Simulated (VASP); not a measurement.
Write the native input for VASP 6.6.1 that does the following.

```yaml
Task: single point
Functional: PBEsol
Potentials_or_basis: VASP PAW PBE potentials, release 64 (B, N)
Cutoff: 520 eV
k_mesh: 10 × 10 × 4
Occupations: gaussian, width 0.01 eV
Spin: no spin polarisation
Dipole_correction: no
Further_INCAR_settings: ALGO = Normal; EDIFF = 1e-06; NBANDS = 16
```

The structure of BN lies in POSCAR:

```
BN
1.0
    2.4966858134      0.0000000000      0.0000000000
   -1.2483429067      2.1621933396      0.0000000000
    0.0000000000      0.0000000000      6.1319490416
B N
2 2
Direct
    0.3333333333      0.6666666667      0.2500000000
    0.6666666667      0.3333333333      0.7500000000
    0.3333333333      0.6666666667      0.7500000000
    0.6666666667      0.3333333333      0.2500000000
```

One way to write it, as run:

INCAR

```
PREC     = Accurate       # precision mode
ENCUT    = 520            # plane-wave cutoff, eV
EDIFF    = 1E-6           # SCF threshold, eV
ISMEAR   = 0              # smearing method
SIGMA    = 0.01           # smearing width, eV
LREAL    = False          # projectors in reciprocal space
LASPH    = True           # aspherical terms in the spheres
NELM     = 80             # most SCF steps
ALGO     = Normal         # electronic algorithm
ISIF     = 2              # what is computed and relaxed
LWAVE    = False          # write WAVECAR
LCHARG   = False          # write CHGCAR
GGA      = PS             # functional
NBANDS   = 16             # bands
```

KPOINTS

```
regular mesh
0
Gamma
  10 10 4
```

Potentials or basis: VASP PAW PBE potentials, release 64 (B, N).

Launch:

```console
$ cat potpaw_PBE.64/B/POTCAR potpaw_PBE.64/N/POTCAR > POTCAR
$ mpirun -np 1 vasp_std > vasp.out
```

It gave:

```
Pressure               : 4.3 GPa
Band gap on the k mesh : 4.01 eV, indirect (least direct gap 4.34 eV)
```

Caveat: the PAW data sets were made with another functional, which shifts forces and pressure a little; this functional lacks dispersion, which binds the layers, so the pressure and a relaxed spacing across them are unreliable.

It took 18 s on 1 thread of Intel Xeon 6975P-C, with other jobs on the host, peak memory 0.15 GiB.
